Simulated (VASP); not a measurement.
# B (P6_3/mmc) in VASP: further runs

Runs on B. Level: PBE. Tasks: relaxation of cell and atoms.

Everything below comes from runs of VASP 6.6.1. Logs are shortened: lines on timing, memory, paths and dates and some standing lists are left out, and cuts for length are marked.

### 1 The cell of the first run

It takes space group P6_3/mmc (No. 194, hexagonal). The conventional cell has a = 2.018 Å, b = 2.018 Å, c = 3.269 Å, α = 90.00°, β = 90.00°, γ = 120.00°. B (site symmetry -6m2) has 12 B at 2.01 to 2.02 Å within 2.7 Å.

### 2 Relaxation of cell and atoms, PBE, target pressure 5.9 GPa, at which the enthalpy is minimised

The input, INCAR:

```
PREC = Accurate ; ENCUT = 600
EDIFF = 1E-6 ; ISMEAR = -1
SIGMA = 0.08 ; LREAL = F
LASPH = T ; NELM = 100
ALGO = Normal ; ISIF = 3
LWAVE = F ; LCHARG = F
GGA = PE ; IBRION = 2
NSW = 60 ; EDIFFG = -0.005
PSTRESS = 59.0
```

The input, KPOINTS:

```
Automatic mesh
0
Gamma
  21 21 11
```

The input, POSCAR:

```
B
1.0
    2.0179482573      0.0000000000      0.0000000000
   -1.0089741287      1.7475944544      0.0000000000
    0.0000000000      0.0000000000      3.2690761769
B
2
Direct
    0.3333333333      0.6666666667      0.2500000000
    0.6666666667      0.3333333333      0.7500000000
```

Potentials or basis: VASP PAW PBE potentials, release 64 (B).

Run with:

```
$ cat potpaw_PBE.64/B/POTCAR > POTCAR
$ mpirun -np 1 vasp_std > vasp.out
```

OUTCAR:

```text
PREC = Accurate
   ENCUT = 600
   EDIFF = 1E-6
   ISMEAR = -1
   LREAL = F
   LASPH = T
   NELM = 100
   ISIF = 3
   GGA = PE
   IBRION = 2
   NSW = 60
   EDIFFG = -0.005
   PSTRESS = 59.0

 ion  position               nearest neighbor table
   1  0.333  0.667  0.250-   2 2.01   2 2.01   2 2.01   2 2.01   2 2.01   2 2.01
   2  0.667  0.333  0.750-   1 2.01   1 2.01   1 2.01   1 2.01   1 2.01   1 2.01

  LATTYP: Found a hexagonal cell.
 ALAT       =     2.0179482573
 C/A-ratio  =     1.6200000000

  Lattice vectors:

 A1 = (   2.0179482573,   0.0000000000,   0.0000000000)
 A2 = (  -1.0089741287,   1.7475944544,   0.0000000000)
 A3 = (   0.0000000000,   0.0000000000,   3.2690761769)

Analysis of symmetry for initial positions (statically):
=====================================================================
 Subroutine PRICEL returns:
 Original cell was already a primitive cell.

 Routine SETGRP: Setting up the symmetry group for a
 hexagonal supercell.

 Subroutine GETGRP returns: Found 24 space group operations
 (whereof 12 operations were pure point group operations)
 out of a pool of 24 trial point group operations.

The static configuration has the point symmetry D_3d.
 The point group associated with its full space group is D_6h.

Analysis of symmetry for dynamics (positions and initial velocities):
=====================================================================
 Subroutine PRICEL returns:
 Original cell was already a primitive cell.

 Routine SETGRP: Setting up the symmetry group for a
 hexagonal supercell.

 Subroutine GETGRP returns: Found 24 space group operations
 (whereof 12 operations were pure point group operations)
 out of a pool of 24 trial point group operations.

The dynamic configuration has the point symmetry D_3d.
 The point group associated with its full space group is D_6h.

 Subroutine INISYM returns: Found 24 space group operations
 (whereof 12 operations are pure point group operations),
 and found     1 'primitive' translations

----------------------------------------------------------------------------------------

                                     Primitive cell

  volume of cell :      11.5286

  direct lattice vectors                    reciprocal lattice vectors
     2.017948257  0.000000000  0.000000000     0.495552845  0.286107568  0.000000000
    -1.008974129  1.747594454  0.000000000     0.000000000  0.572215137  0.000000000
     0.000000000  0.000000000  3.269076177     0.000000000  0.000000000  0.305896818

[... 97 lines left out ...]
   EFERMI =   0.00;   METHOD = LEGACY
   ISMEAR =    -1;   SIGMA  =   0.08  broadening in eV -4-tet -1-fermi 0-gaus
   EFERMI_NEDOS =   21; number of points for ismear=-14 and -15
   IALGO  =     38    algorithm
   IMIX   =      4    mixing-type and parameters
     AMIX     =   0.40;   BMIX     =  1.00
     AMIX_MAG =   1.60;   BMIX_MAG =  1.00
  volume/ion in A,a.u.               =       5.76        38.90
  Fermi-wavevector in a.u.,A,eV,Ry     =   1.316841  2.488469 23.593458  1.734070
  Thomas-Fermi vector in A             =   2.446924
   LORBIT       =      0    0 simple, 1 ext, 2 COOP (PROOUT), +10 PAW based schemes
   GGA     = PE    functional components
   LHFCALC =     F    Hartree Fock is set to
   AEXX    =    0.0000 exact exchange contribution
   IVDW    =     0    specifies the selected vdW correction
   LEPSILON=     F    determine dielectric tensor
   LRPA    =     F    only Hartree local field effects (RPA)
 conjugate gradient relaxation of ions
 non-spin polarized calculation
  energy-cutoff  :      600.00
  volume of cell :       11.53
 maximum number of plane-waves:       396
   NGX =  9   NGY =  9   NGZ = 13

--------------------------------------- Ionic step        1  -------------------------------------------

 number of electron       6.0000000 magnetization

 Free energy of the ion-electron system (eV)
  ---------------------------------------------------
  ext. energy  EPLUGINS =         0.00000000
  ---------------------------------------------------
  free energy    TOTEN  =       -10.30721081 eV

  energy without entropy =      -10.29875571  energy(sigma->0) =      -10.30298326

------------------------ aborting loop because EDIFF is reached ----------------------------------------

  FORCE on cell =-STRESS in cart. coord.  units (eV):
  Direction    XX          YY          ZZ          XY          YZ          ZX
  --------------------------------------------------------------------------------------
  -------------------------------------------------------------------------------------
  Total        0.3329338      0.3329338      1.4367552     -0.0000000     -0.0000000      0.0000000
  in kB       46.2692785     46.2692785    199.6722092     -0.0000000     -0.0000000      0.0000000
  external PRESSURE =      38.4035888 kB  Pullay stress =      59.0000000 kB
[... 25 lines left out ...]
--------------------------------------- Ionic step        2  -------------------------------------------

 number of electron       6.0000000 magnetization

 E-fermi :  10.5705     XC(G=0): -13.0363

 val. band max:       10.5622414889   @ k =   0.2381   0.2381   0.3636
 cond. band min:      10.6394460650   @ k =   0.2857   0.2857   0.0909
 fundamental gap:      0.0772045761
 Fermi energy:        10.5704802917

 k-point     1 :       0.0000    0.0000    0.0000
  band No.  band energies     occupation
      1      -8.6353      2.00000
      2       0.4026      2.00000
      3       4.4985      2.00000
      4      23.8731      0.00000
      5      23.8731      0.00000
      6      26.5770      0.00000
      7      26.5770      0.00000
[... 301 lines left out ...]
  energy  without entropy=      -10.4171397355  energy(sigma->0) =      -10.42406841

  enthalpy is  TOTEN    =        -9.9731974632 eV   P V=        0.4577996131

[... ionic steps 4 to 27 ...]

--------------------------------------- Ionic step       28  -------------------------------------------

 number of electron       6.0000000 magnetization

------------------------ aborting loop because EDIFF is reached ----------------------------------------
[... 71 lines left out ...]
--------------------------------------- Ionic step       30  -------------------------------------------

 number of electron       6.0000000 magnetization

 Free energy of the ion-electron system (eV)
  ---------------------------------------------------
  ext. energy  EPLUGINS =         0.00000000
  ---------------------------------------------------
  free energy    TOTEN  =       -11.69572778 eV

  energy without entropy =      -11.68064399  energy(sigma->0) =      -11.68818588

 E-fermi :   7.5925     XC(G=0): -11.4832

 val. band max:        7.5817280728   @ k =   0.3333   0.2381   0.1818
 cond. band min:       7.5949706273   @ k =   0.2857   0.2857   0.4545
 fundamental gap:      0.0132425545
 Fermi energy:         7.5925056156

 k-point     1 :       0.0000    0.0000    0.0000
  band No.  band energies     occupation
      1     -10.4004      2.00000
      2      -9.0407      2.00000
      3      -2.5161      2.00000
      4       2.6106      2.00000
      5      12.0083      0.00000
      6      23.9917      0.00000
      7      31.0525      0.00000
[... 263 lines left out ...]
  energy  without entropy=      -11.6806439873  energy(sigma->0) =      -11.68818588

  enthalpy is  TOTEN    =       -11.1547555774 eV   P V=        0.5409722018

 reached required accuracy - stopping structural energy minimisation
```

OSZICAR:

```text
N       E                     dE             d eps       ncg     rms          rms(c)
DAV:   1     0.217724250974E+01    0.21772E+01   -0.35147E+03  4074   0.880E+02
DAV:   2    -0.102636944535E+02   -0.12441E+02   -0.11985E+02  5852   0.104E+02
[... 208 lines left out ...]
DAV:   4    -0.116959976538E+02   -0.97311E-07   -0.18276E-07  3843   0.477E-03
  29 F= -.11154754E+02 E0= -.11147199E+02  d E =-.452167E-04
       N       E                     dE             d eps       ncg     rms          rms(c)
DAV:   1    -0.116957382017E+02    0.25935E-03   -0.35120E-04  4123   0.141E-01    0.126E-02
DAV:   2    -0.116957298487E+02    0.83530E-05   -0.77741E-06  5075   0.211E-02    0.557E-03
DAV:   3    -0.116957277505E+02    0.20982E-05   -0.48794E-06  4648   0.148E-02    0.975E-04
DAV:   4    -0.116957277793E+02   -0.28769E-07   -0.26949E-08  2282   0.185E-03
  30 F= -.11154756E+02 E0= -.11147214E+02  d E =-.471945E-04
```

Wall time 2.3 min (1 thread of AMD EPYC 9R45 (Zen 5), shared host); peak memory 0.1 GiB.

Results:

- Free energy: -11.6957 eV
- Relaxed volume: 7.35 Å³/atom
- Relaxed cell: a = 1.701 Å, b = 1.701 Å, c = 5.860 Å, α = 90.00°, β = 90.00°, γ = 120.00°
- Space group after relaxing (to 0.05 Å): P6_3/mmc (No. 194)
- Energy change on relaxing (the enthalpy is what falls): -694.3 meV/atom
- Ionic steps: 30
- Pressure after relaxing: 5.9 GPa
- Band gap on the k mesh: zero (band 3 reaches 10.14 eV, above the bottom of band 4 at 0.08 eV)

The path:
```
step  energy change (eV)  largest force (eV/Å)  pressure (GPa)  volume (Å³)
   1              0.0000                0.0000            9.74        11.53
   2             -0.0333                0.0000            4.04        11.76
   3             -0.1238                0.0000           -8.06        12.43
   4             -0.3208                0.0000          -20.31        13.72
   5             -0.5435                0.0000          -29.22        16.04
   6             -0.5475                0.0000          -29.30        16.07
   7             -0.5602                0.0000          -29.37        16.14
   8             -0.5872                0.0000          -29.42        16.29
   9             -0.6531                0.0000          -29.82        16.58
  10             -0.8093                0.0000          -30.87        17.13
  11             -1.0531                0.0000          -29.57        18.09
  12             -1.0932                0.0000          -28.15        18.40
  13             -1.0826                0.0000          -28.66        18.29
  14             -1.1371                0.0000          -26.91        18.06
  15             -1.2689                0.0000          -19.86        17.37
  16             -1.3272                0.0000            2.58        16.03
  17             -1.3424                0.0000           -2.82        16.30
  18             -1.3411                0.0000           -2.05        16.26
  19             -1.3516                0.0000           -1.58        16.14
  20             -1.3767                0.0000           -0.08        15.78
  21             -1.3959                0.0000            3.73        15.06
  22             -1.2829                0.0000           15.02        13.64
  23             -1.3909                0.0000            5.61        14.76
  24             -1.3882                0.0000            6.15        14.68
  25             -1.3893                0.0000            5.94        14.71
  26             -1.3896                0.0000            5.73        14.72
  27             -1.3897                0.0000            5.71        14.72
  28             -1.3895                0.0000            5.75        14.72
  29             -1.3888                0.0000            5.88        14.70
  30             -1.3885                0.0000            5.93        14.69
```

Final structure:
```xyz
2
Lattice="1.7013 0.0000 0.0000 -0.8507 1.4734 0.0000 0.0000 0.0000 5.8604" Properties=species:S:1:pos:R:3 pbc="T T T"
B     0.0000    0.9823    1.4651
B     0.8507    0.4911    4.3953
```

Caveat: the cell is relaxed towards a set pressure, so the enthalpy falls and the energy may rise; the volume moved by over 15 % at a fixed basis, so the end points are rough.

### 3 Relaxation of cell and atoms, PBE, target pressure 5.9 GPa, at which the enthalpy is minimised

This run uses another cell than the first one: it holds 4 atoms, not 2.

The input, INCAR:

```
SYSTEM = B
PREC = Accurate
ENCUT = 600
EDIFF = 1E-7
ISMEAR = -1
SIGMA = 0.08
LREAL = .FALSE.
LASPH = .TRUE.
NELM = 100
ALGO = Normal
ISIF = 3
LWAVE = .FALSE.
LCHARG = .FALSE.
GGA = PE
IBRION = 2
NSW = 60
EDIFFG = -0.005
PSTRESS = 59.0
```

The input, KPOINTS:

```
Automatic mesh
0
G
  14 14 5
  0 0 0
```

The input, POSCAR:

```
B
1.0
    2.4409859257      0.0000000000      0.0000000000
   -1.2204929628      2.1139558219      0.0000000000
    0.0000000000      0.0000000000      6.5906619994
B
4
Direct
    0.0000000000      0.0000000000      0.2500000000
    0.0000000000      0.0000000000      0.7500000000
    0.3333333333      0.6666666667      0.2500000000
    0.6666666667      0.3333333333      0.7500000000
```

Potentials or basis: VASP PAW PBE potentials, release 64 (B).

Run with:

```
$ cat potpaw_PBE.64/B/POTCAR > POTCAR
$ mpirun -np 1 vasp_std > vasp.out
```

Wall time 2.6 min (1 thread of AMD EPYC 9R45 (Zen 5), shared host); peak memory 0.14 GiB.

It converged, with:

```
Free energy                                            : -23.2318 eV
Relaxed volume                                         : 7.54 Å³/atom
Relaxed cell                                           : a = 2.972 Å, b = 2.972 Å, c = 3.945 Å, α = 90.00°, β = 90.00°, γ = 120.00°
Space group after relaxing (to 0.05 Å)                 : P6_3/mmc (No. 194)
Energy change on relaxing (the enthalpy is what falls) : -1871.9 meV/atom
Ionic steps                                            : 20
Pressure after relaxing                                : 5.9 GPa
Band gap on the k mesh                                 : zero (band 6 reaches 6.97 eV, above the bottom of band 7 at 4.17 eV)
```

The path:
| step | energy change (eV) | largest force (eV/Å) | pressure (GPa) | volume (Å³) |
| --- | --- | --- | --- | --- |
| 1 | 0.0000 | 0.0000 | 118.19 | 34.01 |
| 2 | -2.8126 | 0.0000 | -27.84 | 69.42 |
| 3 | -6.1672 | 0.0000 | -1.91 | 49.14 |
| 4 | -6.1582 | 0.0000 | 0.61 | 48.38 |
| 5 | -6.1452 | 0.0000 | 2.12 | 47.95 |
| 6 | -6.2154 | 0.0000 | 1.80 | 46.36 |
| 7 | -6.5265 | 0.0000 | 0.82 | 41.81 |
| 8 | -7.3804 | 0.0000 | 4.48 | 32.52 |
| 9 | 47.5234 | 0.0000 | 993.52 | 13.17 |
| 10 | -7.3997 | 0.0000 | 5.02 | 32.20 |
| 11 | -7.2864 | 0.0000 | 18.28 | 28.01 |
| 12 | -7.4637 | 0.0000 | 8.89 | 30.43 |
| 13 | -7.4461 | 0.0000 | 11.76 | 29.46 |
| 14 | -7.2140 | 0.0000 | -6.22 | 31.02 |
| 15 | -7.4649 | 0.0000 | 8.31 | 29.70 |
| 16 | -7.5011 | 0.0000 | 3.68 | 30.66 |
| 17 | -7.4880 | 0.0000 | 5.82 | 30.19 |
| 18 | -7.4876 | 0.0000 | 5.87 | 30.18 |
| 19 | -7.4871 | 0.0000 | 6.08 | 30.17 |
| 20 | -7.4874 | 0.0000 | 5.95 | 30.18 |

Final structure:
```
B
1.0
     2.97229    0.00000    0.00000
    -1.48615    2.57408    0.00000
     0.00000    0.00000    3.94453
B
4
Direct
  0.00000 0.00000 0.25000
  0.00000 0.00000 0.75000
  0.33333 0.66667 0.25000
  0.66667 0.33333 0.75000
```

Levels at points of the mesh, in eV from the Fermi level:
| k point | band 2 | band 3 | band 4 | band 5 | band 6 | band 7 | band 8 | band 9 | band 10 |
| --- | --- | --- | --- | --- | --- | --- | --- | --- | --- |
| (0.00, 0.00, 0.00) | -7.17 | -6.23 | -0.49 | -0.49 | 1.34 | 1.34 | 7.67 | 8.01 | 8.01 |
| (0.50, 0.00, 0.00) | -9.66 | -3.75 | -3.42 | -3.24 | -2.83 | -0.25 | 0.68 | 3.94 | 6.04 |

Caveat: the cell is relaxed towards a set pressure, so the enthalpy falls and the energy may rise; this functional lacks dispersion, which binds the layers, so the pressure and a relaxed spacing across them are unreliable.

### 4 Relaxation of cell and atoms, PBE, target pressure 5.9 GPa, at which the enthalpy is minimised

This run uses another cell than the first one, of 8.26 Å³/atom, 1.433 times its volume.

The input, INCAR:

```
SYSTEM = B
PREC = Accurate ; ENCUT = 600
EDIFF = 1E-6 ; ISMEAR = -1
SIGMA = 0.08 ; LREAL = .FALSE.
LASPH = .TRUE. ; NELM = 80
ALGO = Normal ; ISIF = 3
LWAVE = .FALSE. ; LCHARG = .FALSE.
GGA = PE ; IBRION = 2
NSW = 32 ; EDIFFG = -0.005
PSTRESS = 59.0
```

The input, KPOINTS:

```
regular mesh
0
G
  21 21 11
  0 0 0
```

The input, POSCAR:

```
B
1.0
    1.6986305503      0.0000000000      0.0000000000
   -0.8493152752      1.4710572082      0.0000000000
    0.0000000000      0.0000000000      6.6116802173
B
2
Direct
    0.3333333333      0.6666666667      0.2500000000
    0.6666666667      0.3333333333      0.7500000000
```

Run with:

```
$ cat potpaw_PBE.64/B/POTCAR > POTCAR
$ mpirun -np 1 vasp_std > vasp.out
```

Wall time 17 s (1 thread of Intel Xeon 6975P-C (Granite Rapids), shared host); peak memory 0.15 GiB.

The run converged. Its results:

- Free energy: -11.9472 eV
- Relaxed volume: 8.26 Å³/atom
- Relaxed cell: a = 1.698 Å, b = 1.698 Å, c = 6.611 Å, α = 90.00°, β = 90.00°, γ = 120.00°
- Space group after relaxing (to 0.05 Å): P6_3/mmc (No. 194)
- Energy change on relaxing (the enthalpy is what falls): +0.1 meV/atom
- Ionic steps: 3
- Pressure after relaxing: 5.9 GPa
- Band gap on the k mesh: zero (band 3 reaches 9.21 eV, above the bottom of band 4 at -1.45 eV)

Stress tensor (GPa, compression positive):
```
5.95 0.00 0.00
0.00 5.95 0.00
0.00 0.00 5.84
```

The path:
| step | energy change (eV) | largest force (eV/Å) | pressure (GPa) | volume (Å³) |
| --- | --- | --- | --- | --- |
| 1 | 0.0000 | 0.0000 | 5.81 | 16.52 |
| 2 | 0.0004 | 0.0000 | 5.95 | 16.51 |
| 3 | 0.0003 | 0.0000 | 5.91 | 16.51 |

Final structure:
```cif
data_structure
_symmetry_space_group_name_H-M 'P 1'
_symmetry_Int_Tables_number 1
_cell_length_a 1.6984
_cell_length_b 1.6984
_cell_length_c 6.6106
_cell_angle_alpha 90.000
_cell_angle_beta 90.000
_cell_angle_gamma 120.000
_cell_volume 16.51
loop_
_atom_site_label
_atom_site_type_symbol
_atom_site_fract_x
_atom_site_fract_y
_atom_site_fract_z
_atom_site_occupancy
B1 B 0.33333 0.66667 0.25000 1
B2 B 0.66667 0.33333 0.75000 1
```

Levels at points of the mesh, in eV from the Fermi level:
```
           k point  band 1  band 2  band 3  band 4  band 5  band 6  band 7
(0.00, 0.00, 0.00)  -17.65  -17.01   -9.36   -6.34    2.90   11.56   17.30
```

Caveat: the cell is relaxed towards a set pressure, so the enthalpy falls and the energy may rise; this functional lacks dispersion, which binds the layers, so the pressure and a relaxed spacing across them are unreliable.

### 5 Summary

| cell | k mesh | gap on the mesh (eV) | pressure (GPa) |
| --- | --- | --- | --- |
| relaxed to 5.9 GPa from a = 2.018, b = 2.018, c = 3.269 Å, angles 90.0, 90.0, 120.0°, 2 atoms | 21 × 21 × 11 | none | 5.9 |
| relaxed to 5.9 GPa from a = 2.441, b = 2.441, c = 6.591 Å, angles 90.0, 90.0, 120.0°, 4 atoms | 14 × 14 × 5 | none | 5.9 |
| relaxed to 5.9 GPa from a = 1.699, b = 1.699, c = 6.612 Å, angles 90.0, 90.0, 120.0°, 2 atoms | 21 × 21 × 11 | none | 5.9 |

Alike in all rows: task relaxation of cell and atoms; level PBE; potentials or basis VASP PAW PBE potentials, release 64 (B); no spin polarisation; cutoff (eV) 600; smearing fermi-dirac 0.08 eV.

Caveats: the cell is relaxed towards a set pressure, so the enthalpy falls and the energy may rise; this functional lacks dispersion, which binds the layers, so the pressure and a relaxed spacing across them are unreliable (some runs); the volume moved by over 15 % at a fixed basis, so the end points are rough (some runs).

Absolute energies hang on the potentials; compare differences alone.
